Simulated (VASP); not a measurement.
# B2N3O (P-4m2) in VASP: single point with PBE

Aim: the single point of B2N3O with PBE.

Program: VASP 6.6.1. These are calculated values, not measurements. Logs are shortened: lines on timing, memory, paths and dates and some standing lists are left out, and cuts for length are marked.

## Step 1: The cell of the first run

Symmetry: P-4m2, No. 115, tetragonal system. The conventional cell has a = 2.630 Å, b = 2.630 Å, c = 10.516 Å, α = 90.00°, β = 90.00°, γ = 90.00°. Within 1.8 Å of B (site symmetry 2mm) lie 2 N at 1.32 Å. N (site symmetry 2mm) has 2 B at 1.32 Å within 1.8 Å. N (site symmetry -4m2) has 4 O at 1.86 Å within 2.5 Å. O (site symmetry -4m2) has 4 N at 1.86 Å within 2.5 Å.

The cell was generated, and may not be a known phase.

## Step 2: Single point, PBE, collinear spin

INCAR reads:

```
PREC = Accurate
ENCUT = 520
EDIFF = 1E-6
ISMEAR = 0
SIGMA = 0.1
LREAL = False
LASPH = True
NELM = 150
ALGO = Normal
ISIF = 2
LWAVE = False
LCHARG = True
ISPIN = 2
MAGMOM = 0 0 0 0 0.49 0
LORBIT = 11
GGA = PE
LELF = True
LVHAR = True
NBANDS = 26
```

KPOINTS reads:

```
Automatic mesh
0
Gamma
  14 14 4
```

POSCAR reads:

```
B2N3O
1.0
    2.6296975410      0.0000000000      0.0000000000
    0.0000000000      2.6296975410      0.0000000000
    0.0000000000      0.0000000000     10.5161715943
B N O
2 3 1
Direct
    0.0000000000      0.0000000000      0.3025668049
    0.0000000000      0.0000000000      0.6974331951
    0.0000000000      0.5000000000      0.6912286388
    0.5000000000      0.0000000000      0.3087713612
    0.0000000000      0.0000000000      0.0000000000
    0.5000000000      0.5000000000      0.0000000000
```

Potentials or basis: VASP PAW PBE potentials, release 64 (B, N, O).

Run with:

```console
$ cat potpaw_PBE.64/B/POTCAR potpaw_PBE.64/N/POTCAR potpaw_PBE.64/O/POTCAR > POTCAR
$ mpirun -np 1 vasp_std > vasp.out
```

OUTCAR:

```text
PREC = Accurate
   ENCUT = 520
   EDIFF = 1E-6
   ISMEAR = 0
   LREAL = False
   LASPH = True
   NELM = 150
   ISIF = 2
   ISPIN = 2
   LORBIT = 11
   GGA = PE

 ion  position               nearest neighbor table
   1  0.000  0.000  0.303-   4 1.32   4 1.32
   2  0.000  0.000  0.697-   3 1.32   3 1.32
   3  0.000  0.500  0.691-   2 1.32   2 1.32
   4  0.500  0.000  0.309-   1 1.32   1 1.32
   5  0.000  0.000  0.000-   6 1.86   6 1.86   6 1.86   6 1.86
   6  0.500  0.500  0.000-   5 1.86   5 1.86   5 1.86   5 1.86

  LATTYP: Found a simple tetragonal cell.
 ALAT       =     2.6296975410
 C/A-ratio  =     3.9990042316

  Lattice vectors:

 A1 = (   2.6296975410,   0.0000000000,   0.0000000000)
 A2 = (   0.0000000000,   2.6296975410,   0.0000000000)
 A3 = (   0.0000000000,   0.0000000000,  10.5161715943)

Analysis of symmetry for initial positions (statically):
=====================================================================
 Subroutine PRICEL returns:
 Original cell was already a primitive cell.

 Routine SETGRP: Setting up the symmetry group for a
 simple tetragonal supercell.

 Subroutine GETGRP returns: Found  8 space group operations
 (whereof  8 operations were pure point group operations)
 out of a pool of 16 trial point group operations.

The static configuration has the point symmetry D_2d.

Analysis of symmetry for dynamics (positions and initial velocities):
=====================================================================
 Subroutine PRICEL returns:
 Original cell was already a primitive cell.

 Routine SETGRP: Setting up the symmetry group for a
 simple tetragonal supercell.

 Subroutine GETGRP returns: Found  8 space group operations
 (whereof  8 operations were pure point group operations)
 out of a pool of 16 trial point group operations.

The dynamic configuration has the point symmetry D_2d.

Analysis of structural, dynamic, and magnetic symmetry:
=====================================================================
 Subroutine PRICEL returns:
 Original cell was already a primitive cell.

 Routine SETGRP: Setting up the symmetry group for a
 simple tetragonal supercell.

 Subroutine GETGRP returns: Found  8 space group operations
 (whereof  8 operations were pure point group operations)
 out of a pool of 16 trial point group operations.

The overall configuration has the point symmetry D_2d.

 Subroutine INISYM returns: Found  8 space group operations
 (whereof  8 operations are pure point group operations),
 and found     1 'primitive' translations

----------------------------------------------------------------------------------------

                                     Primitive cell

  volume of cell :      72.7226

  direct lattice vectors                    reciprocal lattice vectors
     2.629697541  0.000000000  0.000000000     0.380271869  0.000000000  0.000000000
     0.000000000  2.629697541  0.000000000     0.000000000  0.380271869  0.000000000
     0.000000000  0.000000000 10.516171594     0.000000000  0.000000000  0.095091640

  length of vectors
     2.629697541  2.629697541 10.516171594     0.380271869  0.380271869  0.095091640

  position of ions in fractional coordinates (direct lattice)
     0.000000000  0.000000000  0.302566805
     0.000000000  0.000000000  0.697433195
     0.000000000  0.500000000  0.691228639
     0.500000000  0.000000000  0.308771361
     0.000000000  0.000000000  0.000000000
     0.500000000  0.500000000  0.000000000

  ion indices of the primitive-cell ions
   primitive index   ion index
                 1           1
                 2           2
                 3           3
                 4           4
                 5           5
                 6           6

----------------------------------------------------------------------------------------

 KPOINTS: Automatic mesh

Automatic generation of k-mesh.
 Grid dimensions read from file:
 generate k-points for:   14   14    4

 Generating k-lattice:

  Cartesian coordinates                     Fractional coordinates (reciprocal lattice)
     0.027162276  0.000000000  0.000000000     0.071428571  0.000000000  0.000000000
     0.000000000  0.027162276  0.000000000     0.000000000  0.071428571  0.000000000
     0.000000000  0.000000000  0.023772910     0.000000000  0.000000000  0.250000000

  Length of vectors
     0.027162276  0.027162276  0.023772910

  Shift w.r.t. Gamma in fractional coordinates (k-lattice)
     0.000000000  0.000000000  0.000000000

 Subroutine IBZKPT returns following result:
 ===========================================

 Found    108 irreducible k-points:

 Following reciprocal coordinates:
            Coordinates               Weight
  0.000000  0.000000  0.000000      1.000000
  0.071429  0.000000  0.000000      4.000000
  0.142857  0.000000  0.000000      4.000000
  0.214286  0.000000  0.000000      4.000000
  0.285714  0.000000  0.000000      4.000000
  0.357143  0.000000  0.000000      4.000000
[... 16 lines left out ...]
  0.285714  0.214286  0.000000      8.000000
  0.357143  0.214286  0.000000      8.000000
 [... further k-points ...]
   k-points           NKPTS =    108   k-points in BZ     NKDIM =    108   number of bands    NBANDS=     26
   number of dos      NEDOS =    301   number of ions     NIONS =      6
   total plane-waves  NPLWV =  32000
   dimension x,y,z NGX =    20 NGY =   20 NGZ =   80
   dimension x,y,z NGXF=    40 NGYF=   40 NGZF=  160
   ions per type =               2   3   1
   NGX,Y,Z   is equivalent  to a cutoff of  12.64, 12.64, 12.65 a.u.
   NGXF,Y,Z  is equivalent  to a cutoff of  25.29, 25.29, 25.29 a.u.
 SYSTEM =  unknown system
   PREC   = accura    normal or accurate (medium, high low for compatibility)
   ISTART =      0    job   : 0-new  1-cont  2-samecut
   ICHARG =      2    charge: 1-file 2-atom 10-const
   ISPIN  =      2    spin polarized calculation?
   LNONCOLLINEAR =      F non collinear calculations
   LSORBIT =      F    spin-orbit coupling
   LASPH  =      T    aspherical Exc in radial PAW
   ENCUT  =  520.0 eV  38.22 Ry    6.18 a.u.   4.89  4.89 19.55*2*pi/ulx,y,z
   NELM   =    150;   NELMIN=  2; NELMDL= -5     # of ELM steps
   EDIFF  = 0.1E-05   stopping-criterion for ELM
   LREAL  =      F    real-space projection
   EDIFFG = 0.1E-04   stopping-criterion for IOM
   NSW    =      0    number of steps for IOM
   IBRION =     -1    ionic relax: 0-MD 1-quasi-New 2-CG
   NFREE  =      0    steps in history (QN), initial steepest desc. (CG)
   ISIF   =      2    stress and relaxation
   ISYM   =      2    0-nonsym 1-usesym 2-fastsym
   POTIM  = 0.5000    time-step for ionic-motion
   TEBEG  =    0.0;   TEEND  =   0.0 temperature during run
   PSTRESS=    0.0 pullay stress
   NELECT =      27.0000    total number of electrons
   NUPDOWN=      -1.0000    fix difference up-down
   EMIN   =  10.00;   EMAX   =-10.00  energy-range for DOS
   EFERMI =   0.00;   METHOD = LEGACY
   ISMEAR =     0;   SIGMA  =   0.10  broadening in eV -4-tet -1-fermi 0-gaus
   EFERMI_NEDOS =   21; number of points for ismear=-14 and -15
   IALGO  =     38    algorithm
   IMIX   =      4    mixing-type and parameters
     AMIX     =   0.40;   BMIX     =  1.00
     AMIX_MAG =   1.60;   BMIX_MAG =  1.00
  volume/ion in A,a.u.               =      12.12        81.79
  Fermi-wavevector in a.u.,A,eV,Ry     =   1.176629  2.223507 18.836675  1.384457
  Thomas-Fermi vector in A             =   2.312990
   LORBIT       =     11    0 simple, 1 ext, 2 COOP (PROOUT), +10 PAW based schemes
   GGA     = PE    functional components
   LHFCALC =     F    Hartree Fock is set to
   AEXX    =    0.0000 exact exchange contribution
   IVDW    =     0    specifies the selected vdW correction
   LEPSILON=     F    determine dielectric tensor
   LRPA    =     F    only Hartree local field effects (RPA)
 spin polarized calculation
 Gauss-broadening in eV      SIGMA  =   0.10
  energy-cutoff  :      520.00
  volume of cell :       72.72
 maximum number of plane-waves:      1992
 NGX is ok and might be reduce to    20
   NGX =  9   NGY =  9   NGZ = 39

 number of electron      26.9999994 magnetization      -0.0016233

 number of electron      26.9999994 magnetization       0.0008401

 Free energy of the ion-electron system (eV)
  ---------------------------------------------------
  ext. energy  EPLUGINS =         0.00000000
  ---------------------------------------------------
  free energy    TOTEN  =       -39.26627518 eV

  energy without entropy =      -39.26301005  energy(sigma->0) =      -39.26464261

 E-fermi :   0.7754     XC(G=0):  -8.8533

 val. band max:        0.6576473587   @ k =   0.3571   0.0000   0.0000
 cond. band min:       0.8300015064   @ k =   0.5000   0.4286   0.0000
 fundamental gap:      0.1723541478
 Fermi energy:         0.7753887032

 spin component 1

 k-point     1 :       0.0000    0.0000    0.0000
  band No.  band energies     occupation
      1     -19.8198      1.00000
      2     -16.3772      1.00000
      3     -16.3555      1.00000
      4      -8.4030      1.00000
      5      -7.4109      1.00000
      6      -7.4109      1.00000
[... 17 lines left out ...]
     24      13.9859      0.00000
     25      13.9859      0.00000

 k-point     2 :       0.0714    0.0000    0.0000
  band No.  band energies     occupation
      1     -19.7500      1.00000
      2     -16.3377      1.00000
      3     -16.3099      1.00000
      4      -8.7226      1.00000
      5      -7.5171      1.00000
      6      -7.3954      1.00000
[... 17 lines left out ...]
     24      13.5970      0.00000
     25      13.8000      0.00000
[... 586 lines left out ...]
     24      12.9106      0.00000
     25      13.1764      0.00000

 k-point    24 :       0.3571    0.2143    0.0000
  band No.  band energies     occupation
      1     -17.7864      1.00000
      2     -15.4027      1.00000
      3     -15.1998      1.00000
      4     -12.2099      1.00000
      5      -8.6950      1.00000
      6      -7.6781      1.00000
[... 17 lines left out ...]
     24      13.1461      0.00000
     25      13.3318      0.00000

 [... further k-points ...]

 spin component 2

 k-point     1 :       0.0000    0.0000    0.0000
  band No.  band energies     occupation
      1     -19.8195      1.00000
      2     -16.3771      1.00000
      3     -16.3555      1.00000
      4      -8.4018      1.00000
      5      -7.4108      1.00000
      6      -7.4108      1.00000
[... 17 lines left out ...]
     24      13.9856      0.00000
     25      13.9856      0.00000

 k-point     2 :       0.0714    0.0000    0.0000
  band No.  band energies     occupation
      1     -19.7496      1.00000
      2     -16.3377      1.00000
      3     -16.3098      1.00000
      4      -8.7215      1.00000
      5      -7.5171      1.00000
      6      -7.3954      1.00000
[... 17 lines left out ...]
     24      13.5968      0.00000
     25      13.7998      0.00000
[... 586 lines left out ...]
     24      12.9103      0.00000
     25      13.1763      0.00000

 k-point    24 :       0.3571    0.2143    0.0000
  band No.  band energies     occupation
      1     -17.7861      1.00000
      2     -15.4026      1.00000
      3     -15.1997      1.00000
      4     -12.2090      1.00000
      5      -8.6951      1.00000
      6      -7.6782      1.00000
[... 17 lines left out ...]
     24      13.1459      0.00000
     25      13.3316      0.00000

 [... further k-points ...]

 [bands above 25 left out]

------------------------ aborting loop because EDIFF is reached ----------------------------------------

  FORCE on cell =-STRESS in cart. coord.  units (eV):
  Direction    XX          YY          ZZ          XY          YZ          ZX
  --------------------------------------------------------------------------------------
  -------------------------------------------------------------------------------------
  Total       -0.1649519     -0.1649519     -0.0498114      0.0000000      0.0000000     -0.0000000
  in kB       -3.6341138     -3.6341138     -1.0974123      0.0000000      0.0000000     -0.0000000
  external PRESSURE =      -2.7885466 kB  Pullay stress =       0.0000000 kB

 VOLUME and BASIS-vectors are now :
 -----------------------------------------------------------------------------
  energy-cutoff  :      520.00
  volume of cell :       72.72
      direct lattice vectors                 reciprocal lattice vectors
     2.629697541  0.000000000  0.000000000     0.380271869  0.000000000  0.000000000
     0.000000000  2.629697541  0.000000000     0.000000000  0.380271869  0.000000000
     0.000000000  0.000000000 10.516171594     0.000000000  0.000000000  0.095091640

 POSITION                                       TOTAL-FORCE (eV/Angst)
 -----------------------------------------------------------------------------------
      0.00000      0.00000      3.18184        -0.000000     -0.000000      0.006288
      0.00000      0.00000      7.33433        -0.000000     -0.000000     -0.006288
      0.00000      1.31485      7.26908         0.000000      0.000000      0.005519
      1.31485      0.00000      3.24709         0.000000     -0.000000     -0.005519
      0.00000      0.00000      0.00000         0.000000     -0.000000      0.000000
      1.31485      1.31485      0.00000         0.000000     -0.000000      0.000000
 -----------------------------------------------------------------------------------
    total drift:                                0.000000      0.000000     -0.000000

  FREE ENERGIE OF THE ION-ELECTRON SYSTEM (eV)
  ---------------------------------------------------
  free  energy   TOTEN  =       -39.2662751778 eV

  energy  without entropy=      -39.2630100505  energy(sigma->0) =      -39.26464261

 total charge

# of ion       s       p       d       tot
------------------------------------------
    1        0.794   1.432   0.000   2.226
    2        0.794   1.432   0.000   2.226
    3        1.247   2.751   0.000   3.999
    4        1.247   2.751   0.000   3.999
    5        1.418   1.845   0.000   3.263
    6        1.624   3.088   0.000   4.712
--------------------------------------------------
tot          7.124  13.301   0.000  20.425

 magnetization (x)

# of ion       s       p       d       tot
------------------------------------------
    1       -0.000  -0.000   0.000  -0.000
    2       -0.000  -0.000   0.000  -0.000
    3        0.000   0.000   0.000   0.000
    4        0.000   0.000   0.000   0.000
    5        0.000   0.000   0.000   0.000
    6       -0.000   0.000   0.000   0.000
--------------------------------------------------
tot          0.000   0.000   0.000   0.000
```

It took 8.6 min on 1 thread of Intel Xeon 8259CL, shared host; peak memory 0.4 GiB.

Results:

```
Free energy                                           : -39.2663 eV
Pressure                                              : -0.3 GPa
Largest force                                         : 0.006 eV/Å
Net moment                                            : 0.00 μB per cell
Valence electrons inside the program's atomic spheres : B 2.23; N 4.00, 3.26 (each value once); O 4.71
```

Forces on the atoms (eV/Å):
```
B    0.000  0.000  0.006
B    0.000  0.000 -0.006
N    0.000  0.000  0.006
N    0.000  0.000 -0.006
N    0.000  0.000  0.000
O    0.000  0.000  0.000
```

Caveat: this functional lacks dispersion, which binds layers or chains, so the pressure and a relaxed spacing across them are unreliable.
